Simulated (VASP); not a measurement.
# AlCo (P4mm) in VASP: single point with PBE

Aim: the single point of AlCo with PBE.

Everything below comes from runs of VASP 6.6.1. Logs are shortened: lines on timing, memory, paths and dates and some standing lists are left out, and cuts for length are marked.

## (1) The cell of the first run

Symmetry: P4mm, No. 99, tetragonal system. The conventional cell has a = 2.852 Å, b = 2.852 Å, c = 2.852 Å, α = 90.00°, β = 90.00°, γ = 90.00°. Within 3.1 Å of Al (site symmetry 4mm) lie 8 Co at 2.31 to 2.65 Å and 6 Al at 2.85 Å. Within 3.1 Å of Co (site symmetry 4mm) lie 8 Al at 2.31 to 2.65 Å and 6 Co at 2.85 Å.

## (2) Single point, PBE (atom 2 (Co) moved by (-0.300, +0.000) A along x and y)

Contents of INCAR:

```
  ALGO = Fast
  EDIFF = 1E-6
  ENCUT = 520
  GGA = PE
  ISIF = 2
  ISMEAR = 0
  LASPH = True
  LCHARG = False
  LREAL = False
  LWAVE = False
  NBANDS = 13
  NELM = 80
  PREC = Accurate
  SIGMA = 0.15
```

Contents of KPOINTS:

```
k-points
0
Gamma
  22 22 22
```

Contents of POSCAR:

```
AlCo
1.0
    2.8519023960      0.0000000000      0.0000000000
    0.0000000000      2.8519023960      0.0000000000
    0.0000000000      0.0000000000      2.8519023960
Al Co
1 1
Direct
    0.0000000000      0.0000000000      0.0000000000
    0.3948070592      0.5000000000      0.5000000000
```

Potentials or basis: VASP PAW PBE potentials, release 64 (Al, Co).

Command:

```sh
$ cat potpaw_PBE.64/Al/POTCAR potpaw_PBE.64/Co/POTCAR > POTCAR
$ mpirun -np 1 vasp_std > vasp.out
```

OUTCAR:

```text
EDIFF = 1E-6
   ENCUT = 520
   GGA = PE
   ISIF = 2
   ISMEAR = 0
   LASPH = True
   LREAL = False
   NELM = 80
   PREC = Accurate

 ion  position               nearest neighbor table
   1  0.000  0.000  0.000-   2 2.31   2 2.31   2 2.31   2 2.31   2 2.65   2 2.65   2 2.65   2 2.65

   2  0.395  0.500  0.500-   1 2.31   1 2.31   1 2.31   1 2.31   1 2.65   1 2.65   1 2.65   1 2.65

  LATTYP: Found a simple cubic cell.
 ALAT       =     2.8519023960

  Lattice vectors:

 A1 = (   2.8519023960,   0.0000000000,   0.0000000000)
 A2 = (   0.0000000000,   2.8519023960,   0.0000000000)
 A3 = (   0.0000000000,   0.0000000000,   2.8519023960)

Analysis of symmetry for initial positions (statically):
=====================================================================
 Subroutine PRICEL returns:
 Original cell was already a primitive cell.

 Routine SETGRP: Setting up the symmetry group for a
 simple cubic supercell.

 Subroutine GETGRP returns: Found  8 space group operations
 (whereof  8 operations were pure point group operations)
 out of a pool of 48 trial point group operations.

The static configuration has the point symmetry C_4v.

Analysis of symmetry for dynamics (positions and initial velocities):
=====================================================================
 Subroutine PRICEL returns:
 Original cell was already a primitive cell.

 Routine SETGRP: Setting up the symmetry group for a
 simple cubic supercell.

 Subroutine GETGRP returns: Found  8 space group operations
 (whereof  8 operations were pure point group operations)
 out of a pool of 48 trial point group operations.

The dynamic configuration has the point symmetry C_4v.

 Subroutine INISYM returns: Found  8 space group operations
 (whereof  8 operations are pure point group operations),
 and found     1 'primitive' translations

----------------------------------------------------------------------------------------

                                     Primitive cell

  volume of cell :      23.1955

  direct lattice vectors                    reciprocal lattice vectors
     2.851902396  0.000000000  0.000000000     0.350643136  0.000000000  0.000000000
     0.000000000  2.851902396  0.000000000     0.000000000  0.350643136  0.000000000
     0.000000000  0.000000000  2.851902396     0.000000000  0.000000000  0.350643136

  length of vectors
     2.851902396  2.851902396  2.851902396     0.350643136  0.350643136  0.350643136

  position of ions in fractional coordinates (direct lattice)
[... 91 lines left out ...]
   NUPDOWN=      -1.0000    fix difference up-down
   EMIN   =  10.00;   EMAX   =-10.00  energy-range for DOS
   EFERMI =   0.00;   METHOD = LEGACY
   ISMEAR =     0;   SIGMA  =   0.15  broadening in eV -4-tet -1-fermi 0-gaus
   EFERMI_NEDOS =   21; number of points for ismear=-14 and -15
   IALGO  =     68    algorithm
   IMIX   =      4    mixing-type and parameters
     AMIX     =   0.40;   BMIX     =  1.00
     AMIX_MAG =   1.60;   BMIX_MAG =  1.00
  volume/ion in A,a.u.               =      11.60        78.27
  Fermi-wavevector in a.u.,A,eV,Ry     =   1.314218  2.483511 23.499543  1.727168
  Thomas-Fermi vector in A             =   2.444486
   LORBIT       =      0    0 simple, 1 ext, 2 COOP (PROOUT), +10 PAW based schemes
   GGA     = PE    functional components
   LHFCALC =     F    Hartree Fock is set to
   AEXX    =    0.0000 exact exchange contribution
   IVDW    =     0    specifies the selected vdW correction
   LEPSILON=     F    determine dielectric tensor
   LRPA    =     F    only Hartree local field effects (RPA)
 non-spin polarized calculation
 RMM-DIIS sequential band-by-band and
 Gauss-broadening in eV      SIGMA  =   0.15
  energy-cutoff  :      520.00
  volume of cell :       23.20
 maximum number of plane-waves:       640
 NGX is ok and might be reduce to    24
   NGX = 11   NGY = 11   NGZ = 11

 number of electron      11.9999996 magnetization

 Free energy of the ion-electron system (eV)
  ---------------------------------------------------
  ext. energy  EPLUGINS =         0.00000000
  ---------------------------------------------------
  free energy    TOTEN  =       -11.66691552 eV

  energy without entropy =      -11.65736330  energy(sigma->0) =      -11.66213941

 E-fermi :  10.4974     XC(G=0): -12.2311

 val. band max:       10.4922606162   @ k =   0.4091   0.0909   0.4545
 cond. band min:      10.5038986475   @ k =   0.2727   0.5000   0.3636
 fundamental gap:      0.0116380313
 Fermi energy:        10.4974336375

 k-point     1 :       0.0000    0.0000    0.0000
  band No.  band energies     occupation
      1      -0.4982      2.00000
      2       7.4465      2.00000
      3       7.5636      2.00000
      4       9.5640      2.00000
      5       9.6715      2.00000
      6       9.6715      2.00000
      7      16.5377      0.00000
      8      16.5377      0.00000
      9      16.5495      0.00000
     10      19.3966      0.00000
     11      19.4564      0.00000
     12      25.0322      0.00000
     13      31.3451      0.00000
[... 354 lines left out ...]
  band No.  band energies     occupation
      1      -0.4202      2.00000
      2       7.4571      2.00000
      3       7.5686      2.00000
      4       9.5427      2.00000
      5       9.6299      2.00000
      6       9.6544      2.00000
      7      15.9324      0.00000
      8      16.4238      0.00000
      9      16.6465      0.00000
     10      19.6201      0.00000
     11      20.0038      0.00000
     12      25.2651      0.00000
     13      30.7696      0.00000

 [... further k-points ...]

------------------------ aborting loop because EDIFF is reached ----------------------------------------

  FORCE on cell =-STRESS in cart. coord.  units (eV):
  Direction    XX          YY          ZZ          XY          YZ          ZX
  --------------------------------------------------------------------------------------
  -------------------------------------------------------------------------------------
  Total        0.4300652      1.2054826      1.2054826      0.0000000      0.0000000     -0.0000000
  in kB       29.7057735     83.2659741     83.2659741      0.0000000      0.0000000     -0.0000000
  external PRESSURE =      65.4125739 kB  Pullay stress =       0.0000000 kB

 VOLUME and BASIS-vectors are now :
 -----------------------------------------------------------------------------
  energy-cutoff  :      520.00
  volume of cell :       23.20
      direct lattice vectors                 reciprocal lattice vectors
     2.851902396  0.000000000  0.000000000     0.350643136  0.000000000  0.000000000
     0.000000000  2.851902396  0.000000000     0.000000000  0.350643136  0.000000000
     0.000000000  0.000000000  2.851902396     0.000000000  0.000000000  0.350643136

 POSITION                                       TOTAL-FORCE (eV/Angst)
 -----------------------------------------------------------------------------------
      0.00000      0.00000      0.00000        -2.164727     -0.000000     -0.000000
      1.12595      1.42595      1.42595         2.164727      0.000000      0.000000
 -----------------------------------------------------------------------------------
    total drift:                                0.000156      0.000000     -0.000001

  FREE ENERGIE OF THE ION-ELECTRON SYSTEM (eV)
  ---------------------------------------------------
  free  energy   TOTEN  =       -11.6669155204 eV

  energy  without entropy=      -11.6573632961  energy(sigma->0) =      -11.66213941
```

Wall time 2 min (1 thread of Intel Xeon Platinum 8488C (Sapphire Rapids), shared host); peak memory 0.4 GiB.

Results:

```
Free energy            : -11.6669 eV
Pressure               : 6.5 GPa
Largest force          : 2.165 eV/Å
Band gap on the k mesh : zero (band 6 reaches 12.71 eV, above the bottom of band 7 at 10.23 eV)
```

Forces on the atoms (eV/Å):
```
Al  -2.165  0.000  0.000
Co   2.165  0.000  0.000
```

Stress tensor (GPa, compression positive):
```
2.97 0.00 0.00
0.00 8.33 0.00
0.00 0.00 8.33
```

Caveat: the cell differs from its parent crystal (atom 2 (Co) moved by (-0.300, +0.000) A along x and y); forces of over 1 eV/Å act on the atoms, so gaps and moduli don't describe the material at rest. Spin polarisation is off, so any magnetic state and its effect on volume and gap are missing.
